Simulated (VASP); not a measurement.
# Y (Im-3m) in VASP: notebook

Y is run at these levels: PBEsol; tasks: single point.

Program: VASP 6.6.1. These are calculated values, not measurements. Logs are shortened: lines on timing, memory, paths and dates and some standing lists are left out, and cuts for length are marked.

## (1) The cell of the first run

Symmetry: Im-3m, No. 229, cubic system. Conventional cell: a = 3.978 Å, b = 3.978 Å, c = 3.978 Å, α = 90.00°, β = 90.00°, γ = 90.00°. Within 4.5 Å of Y (site symmetry m-3m) lie 14 Y at 3.44 to 3.98 Å.

## (2) Single point, PBEsol

Contents of INCAR:

```
ALGO = Normal
EDIFF = 1E-6
ENCUT = 520
GGA = PS
ISIF = 2
ISMEAR = -1
LASPH = True
LCHARG = False
LREAL = False
LWAVE = False
NBANDS = 12
NELM = 100
PREC = Accurate
SIGMA = 0.1
```

Contents of KPOINTS:

```
k-points
0
Gamma
  11 11 11
```

Contents of POSCAR:

```
Y
1.0
   -1.9889093725      1.9889093725      1.9889093725
    1.9889093725     -1.9889093725      1.9889093725
    1.9889093725      1.9889093725     -1.9889093725
Y
1
Direct
    0.0000000000      0.0000000000      0.0000000000
```

Potentials or basis: VASP PAW PBE potentials, release 64 (Y_sv).

Command:

```
cat potpaw_PBE.64/Y_sv/POTCAR > POTCAR
mpirun -np 1 vasp_std > vasp.out
```

OUTCAR:

```text
EDIFF = 1E-6
   ENCUT = 520
   GGA = PS
   ISIF = 2
   ISMEAR = -1
   LASPH = True
   LREAL = False
   NELM = 100
   PREC = Accurate

 ion  position               nearest neighbor table
   1  0.000  0.000  0.000-

  LATTYP: Found a body centered cubic cell.
 ALAT       =     3.9778187450

  Lattice vectors:

 A1 = (  -1.9889093725,   1.9889093725,   1.9889093725)
 A2 = (   1.9889093725,  -1.9889093725,   1.9889093725)
 A3 = (   1.9889093725,   1.9889093725,  -1.9889093725)

Analysis of symmetry for initial positions (statically):
=====================================================================
 Subroutine PRICEL returns:
 Original cell was already a primitive cell.

 Routine SETGRP: Setting up the symmetry group for a
 body centered cubic supercell.

 Subroutine GETGRP returns: Found 48 space group operations
 (whereof 48 operations were pure point group operations)
 out of a pool of 48 trial point group operations.

The static configuration has the point symmetry O_h .

Analysis of symmetry for dynamics (positions and initial velocities):
=====================================================================
 Subroutine PRICEL returns:
 Original cell was already a primitive cell.

 Routine SETGRP: Setting up the symmetry group for a
 body centered cubic supercell.

 Subroutine GETGRP returns: Found 48 space group operations
 (whereof 48 operations were pure point group operations)
 out of a pool of 48 trial point group operations.

The dynamic configuration has the point symmetry O_h .

 Subroutine INISYM returns: Found 48 space group operations
 (whereof 48 operations are pure point group operations),
 and found     1 'primitive' translations

----------------------------------------------------------------------------------------

                                     Primitive cell

  volume of cell :      31.4706

  direct lattice vectors                    reciprocal lattice vectors
    -1.988909372  1.988909372  1.988909372     0.000000000  0.251394059  0.251394059
     1.988909372 -1.988909372  1.988909372     0.251394059  0.000000000  0.251394059
     1.988909372  1.988909372 -1.988909372     0.251394059  0.251394059  0.000000000

  length of vectors
     3.444892085  3.444892085  3.444892085     0.355524888  0.355524888  0.355524888

  position of ions in fractional coordinates (direct lattice)
     0.000000000  0.000000000  0.000000000
[... 76 lines left out ...]
   EDIFF  = 0.1E-05   stopping-criterion for ELM
   LREAL  =      F    real-space projection
   EDIFFG = 0.1E-04   stopping-criterion for IOM
   NSW    =      0    number of steps for IOM
   IBRION =     -1    ionic relax: 0-MD 1-quasi-New 2-CG
   NFREE  =      0    steps in history (QN), initial steepest desc. (CG)
   ISIF   =      2    stress and relaxation
   ISYM   =      2    0-nonsym 1-usesym 2-fastsym
   POTIM  = 0.5000    time-step for ionic-motion
   TEBEG  =    0.0;   TEEND  =   0.0 temperature during run
   PSTRESS=    0.0 pullay stress
   NELECT =      11.0000    total number of electrons
   NUPDOWN=      -1.0000    fix difference up-down
   EMIN   =  10.00;   EMAX   =-10.00  energy-range for DOS
   EFERMI =   0.00;   METHOD = LEGACY
   ISMEAR =    -1;   SIGMA  =   0.10  broadening in eV -4-tet -1-fermi 0-gaus
   EFERMI_NEDOS =   21; number of points for ismear=-14 and -15
   IALGO  =     38    algorithm
   IMIX   =      4    mixing-type and parameters
     AMIX     =   0.40;   BMIX     =  1.00
     AMIX_MAG =   1.60;   BMIX_MAG =  1.00
  volume/ion in A,a.u.               =      31.47       212.37
  Fermi-wavevector in a.u.,A,eV,Ry     =   1.153198  2.179229 18.093936  1.329867
  Thomas-Fermi vector in A             =   2.289844
   LORBIT       =      0    0 simple, 1 ext, 2 COOP (PROOUT), +10 PAW based schemes
   GGA     = PS    functional components
   LHFCALC =     F    Hartree Fock is set to
   AEXX    =    0.0000 exact exchange contribution
   IVDW    =     0    specifies the selected vdW correction
   LEPSILON=     F    determine dielectric tensor
   LRPA    =     F    only Hartree local field effects (RPA)
 non-spin polarized calculation
  energy-cutoff  :      520.00
  volume of cell :       31.47
 maximum number of plane-waves:       887
 NGX is ok and might be reduce to    28
   NGX = 13   NGY = 13   NGZ = 13

 number of electron      11.0000000 magnetization

 Free energy of the ion-electron system (eV)
  ---------------------------------------------------
  ext. energy  EPLUGINS =         0.00000000
  ---------------------------------------------------
  free energy    TOTEN  =        -6.73105961 eV

  energy without entropy =       -6.65266263  energy(sigma->0) =       -6.69186112

 E-fermi :   3.2246     XC(G=0):  -9.7038

 val. band max:        3.2176479517   @ k =  -0.3636   0.3636   0.1818
 cond. band min:       3.2267182611   @ k =   0.2727   0.1818   0.1818
 fundamental gap:      0.0090703094
 Fermi energy:         3.2245944269

 k-point     1 :       0.0000    0.0000    0.0000
  band No.  band energies     occupation
      1     -39.4204      2.00000
      2     -19.1023      2.00000
      3     -19.1023      2.00000
      4     -19.1023      2.00000
      5      -1.6662      2.00000
      6       4.9231      0.00000
      7       4.9231      0.00000
      8       4.9231      0.00000
      9       6.9620      0.00000
     10       6.9620      0.00000
     11      13.6469      0.00000
     12      13.6469      0.00000
[... 331 lines left out ...]
 k-point    24 :       0.3636    0.1818    0.0909
  band No.  band energies     occupation
      1     -39.3344      2.00000
      2     -19.6280      2.00000
      3     -19.3902      2.00000
      4     -19.2056      2.00000
      5       2.1228      1.99997
      6       3.1108      1.51464
      7       3.5253      0.09418
      8       7.2480      0.00000
      9       7.6279      0.00000
     10       9.8755      0.00000
     11      10.5136      0.00000
     12      12.4486      0.00000

 [... further k-points ...]
[... 5 lines left out ...]
  --------------------------------------------------------------------------------------
  -------------------------------------------------------------------------------------
  Total       -0.0206042     -0.0206042     -0.0206042     -0.0000000      0.0000000      0.0000000
  in kB       -1.0489642     -1.0489642     -1.0489642     -0.0000000      0.0000000      0.0000000
  external PRESSURE =      -1.0489642 kB  Pullay stress =       0.0000000 kB

 VOLUME and BASIS-vectors are now :
 -----------------------------------------------------------------------------
  energy-cutoff  :      520.00
  volume of cell :       31.47
      direct lattice vectors                 reciprocal lattice vectors
    -1.988909372  1.988909372  1.988909372     0.000000000  0.251394059  0.251394059
     1.988909372 -1.988909372  1.988909372     0.251394059  0.000000000  0.251394059
     1.988909372  1.988909372 -1.988909372     0.251394059  0.251394059  0.000000000

 POSITION                                       TOTAL-FORCE (eV/Angst)
 -----------------------------------------------------------------------------------
      0.00000      0.00000      0.00000         0.000000      0.000000      0.000000
 -----------------------------------------------------------------------------------
    total drift:                               -0.000000      0.000000      0.000000

  FREE ENERGIE OF THE ION-ELECTRON SYSTEM (eV)
  ---------------------------------------------------
  free  energy   TOTEN  =        -6.7310596123 eV

  energy  without entropy=       -6.6526626273  energy(sigma->0) =       -6.69186112
```

OSZICAR:

```text
N       E                     dE             d eps       ncg     rms          rms(c)
DAV:   1     0.241670023309E+02    0.24167E+02   -0.56421E+03  1352   0.841E+02
DAV:   2    -0.564885918392E+01   -0.29816E+02   -0.28998E+02  1640   0.166E+02
DAV:   3    -0.694215414735E+01   -0.12933E+01   -0.12699E+01  1900   0.219E+01
DAV:   4    -0.696842443982E+01   -0.26270E-01   -0.26231E-01  1556   0.315E+00
DAV:   5    -0.696883056103E+01   -0.40612E-03   -0.40611E-03  1744   0.317E-01    0.246E+01
DAV:   6    -0.677490401670E+01    0.19393E+00   -0.21179E-01  1464   0.307E+00    0.148E+01
DAV:   7    -0.673499139285E+01    0.39913E-01   -0.29862E-01  1576   0.360E+00    0.113E+00
DAV:   8    -0.673129739048E+01    0.36940E-02   -0.36373E-02  1536   0.150E+00    0.193E-01
DAV:   9    -0.673108276084E+01    0.21463E-03   -0.87220E-04  1592   0.254E-01    0.912E-02
DAV:  10    -0.673105968785E+01    0.23073E-04   -0.13029E-04  1536   0.999E-02    0.259E-02
DAV:  11    -0.673106110640E+01   -0.14186E-05   -0.20380E-05  1512   0.375E-02    0.210E-02
DAV:  12    -0.673105977510E+01    0.13313E-05   -0.27531E-06  1452   0.145E-02    0.430E-03
DAV:  13    -0.673105961228E+01    0.16282E-06   -0.21128E-07   748   0.366E-03
   1 F= -.67310596E+01 E0= -.66918611E+01  d E =-.783970E-01
```

It took 41 s on 1 thread of AMD EPYC 7R13, shared host; peak memory 0.15 GiB.

What came out:

- Free energy: -6.7311 eV
- Pressure: -0.1 GPa

Caveat: the PAW data sets were made with another functional, which shifts forces and pressure a little.

## (3) Single point, PBEsol (volume scaled by 0.88)

Edit INCAR of step 2 so:

```diff
@@ -11,3 +11,3 @@
 NBANDS = 12
-NELM = 100
+NELM = 80
 PREC = Accurate
```

Contents of KPOINTS:

```
k-points
0
Gamma
  13 13 13
```

Contents of POSCAR:

```
Y
1.0
   -1.9059399723      1.9059399723      1.9059399723
    1.9059399723     -1.9059399723      1.9059399723
    1.9059399723      1.9059399723     -1.9059399723
Y
1
Direct
    0.0000000000      0.0000000000      0.0000000000
```

Potentials or basis: VASP PAW PBE potentials, release 64 (Y_sv).

Command:

```
cat potpaw_PBE.64/Y_sv/POTCAR > POTCAR
mpirun -np 1 vasp_std > vasp.out
```

Wall time 64 s (1 thread of AMD EPYC 7R13, shared host); peak memory 0.16 GiB.

Results (log left out):

```yaml
Free_energy: -6.6669 eV
Pressure: 6.0 GPa
```

Levels at points of the mesh, in eV from the Fermi level:
| k point | band 1 | band 2 | band 3 | band 4 | band 5 | band 6 | band 7 | band 8 | band 9 | band 10 |
| --- | --- | --- | --- | --- | --- | --- | --- | --- | --- | --- |
| (0.00, 0.00, 0.00) | -42.35 | -21.90 | -21.90 | -21.90 | -5.05 | 1.84 | 1.84 | 1.84 | 4.16 | 4.16 |

Caveat: the PAW data sets were made with another functional, which shifts forces and pressure a little.

## (4) Single point, PBEsol (volume scaled by 0.92)

Contents of INCAR:

```
PREC = Accurate ; ENCUT = 520
EDIFF = 1E-6 ; ISMEAR = -1
SIGMA = 0.1 ; LREAL = F
LASPH = T ; NELM = 60
ALGO = Normal ; ISIF = 2
LWAVE = F ; LCHARG = F
GGA = PS ; NBANDS = 12
```

Contents of KPOINTS:

```
Automatic mesh
0
Gamma
  13 13 13
```

Contents of POSCAR:

```
Y
1.0
   -1.9343910321      1.9343910321      1.9343910321
    1.9343910321     -1.9343910321      1.9343910321
    1.9343910321      1.9343910321     -1.9343910321
Y
1
Direct
    0.0000000000      0.0000000000      0.0000000000
```

Command:

```
cat potpaw_PBE.64/Y_sv/POTCAR > POTCAR
mpirun -np 1 vasp_std > vasp.out
```

Wall time 72 s (1 thread of AMD EPYC 7R13, shared host); peak memory 0.16 GiB.

The run converged. Its results:

```yaml
Free_energy: -6.7046 eV
Pressure: 3.6 GPa
```

Levels at points of the mesh, in eV from the Fermi level:
```csv
k point,band 3,band 4,band 5,band 6,band 7,band 8
"(0.00, 0.00, 0.00)",-22.05,-22.05,-5.01,1.79,1.79,1.79
```

Caveat: the PAW data sets were made with another functional, which shifts forces and pressure a little.

## (5) Single point, PBEsol (volume scaled by 0.96)

Contents of INCAR:

```
ALGO = Normal ; EDIFF = 1E-7
ENCUT = 520 ; GGA = PS
ISIF = 2 ; ISMEAR = -1
LASPH = T ; LCHARG = T
LELF = T ; LREAL = F
LVHAR = T ; LWAVE = F
NBANDS = 12 ; NELM = 80
PREC = Accurate ; SIGMA = 0.1
```

Contents of KPOINTS:

```
k-points
0
Gamma
  13 13 13
```

Contents of POSCAR:

```
Y
1.0
   -1.9620289237      1.9620289237      1.9620289237
    1.9620289237     -1.9620289237      1.9620289237
    1.9620289237      1.9620289237     -1.9620289237
Y
1
Direct
    0.0000000000      0.0000000000      0.0000000000
```

Command:

```
cat potpaw_PBE.64/Y_sv/POTCAR > POTCAR
mpirun -np 1 vasp_std > vasp.out
```

Run time: 79 s. Hardware: 1 thread of AMD EPYC 7R13, shared host; peak memory 0.16 GiB.

It converged, with:

```yaml
Free_energy: -6.7251 eV
Pressure: 1.6 GPa
```

Levels at points of the mesh, in eV from the Fermi level:
```csv
k point,band 2,band 3,band 4,band 5,band 6,band 7,band 8,band 9
"(0.00, 0.00, 0.00)",-22.19,-22.19,-22.19,-4.95,1.74,1.74,1.74,3.87
```

Caveat: the PAW data sets were made with another functional, which shifts forces and pressure a little.

## (6) Single point, PBEsol

Contents of INCAR:

```
SYSTEM = Y
PREC = Accurate ; ENCUT = 520
EDIFF = 1E-7 ; ISMEAR = -1
SIGMA = 0.1 ; LREAL = .False.
LASPH = .True. ; NELM = 60
ALGO = Normal ; ISIF = 2
LWAVE = .False. ; LCHARG = .True.
GGA = PS ; LELF = .True.
LVHAR = .True. ; NBANDS = 12
```

Contents of KPOINTS:

```
Automatic mesh
0
Gamma
  13 13 13
  0 0 0
```

Contents of POSCAR:

```
Y
1.0
   -1.9889093725      1.9889093725      1.9889093725
    1.9889093725     -1.9889093725      1.9889093725
    1.9889093725      1.9889093725     -1.9889093725
Y
1
Direct
    0.0000000000      0.0000000000      0.0000000000
```

Potentials or basis: VASP PAW PBE potentials, release 64 (Y_sv).

Command:

```
cat potpaw_PBE.64/Y_sv/POTCAR > POTCAR
mpirun -np 1 vasp_std > vasp.out
```

Run time: 75 s. Hardware: 1 thread of AMD EPYC 7R13, shared host; peak memory 0.16 GiB.

Results (log left out):

```
Free energy : -6.7309 eV
Pressure    : -0.1 GPa
```

Levels at points of the mesh, in eV from the Fermi level:
| k point | band 3 | band 4 | band 5 | band 6 | band 7 | band 8 |
| --- | --- | --- | --- | --- | --- | --- |
| (0.00, 0.00, 0.00) | -22.33 | -22.33 | -4.89 | 1.70 | 1.70 | 1.70 |

Caveat: the PAW data sets were made with another functional, which shifts forces and pressure a little.

## (7) The runs side by side

| cell | k mesh | gap on the mesh (eV) | pressure (GPa) |
| --- | --- | --- | --- |
| a = 3.445 Å, angles 109.5°, 1 atom | 11 × 11 × 11 | none | -0.1 |
| a = 3.301 Å, angles 109.5°, 1 atom | 13 × 13 × 13 | none | 6.0 |
| a = 3.350 Å, angles 109.5°, 1 atom | 13 × 13 × 13 | none | 3.6 |
| a = 3.398 Å, angles 109.5°, 1 atom | 13 × 13 × 13 | none | 1.6 |
| a = 3.445 Å, angles 109.5°, 1 atom | 13 × 13 × 13 | none | -0.1 |

Alike in all rows: task single point; level PBEsol; potentials or basis VASP PAW PBE potentials, release 64 (Y_sv); no spin polarisation; cutoff (eV) 520; smearing fermi-dirac 0.1 eV.

Caveats: the PAW data sets were made with another functional, which shifts forces and pressure a little.

Absolute energies hang on the potentials; compare differences alone.
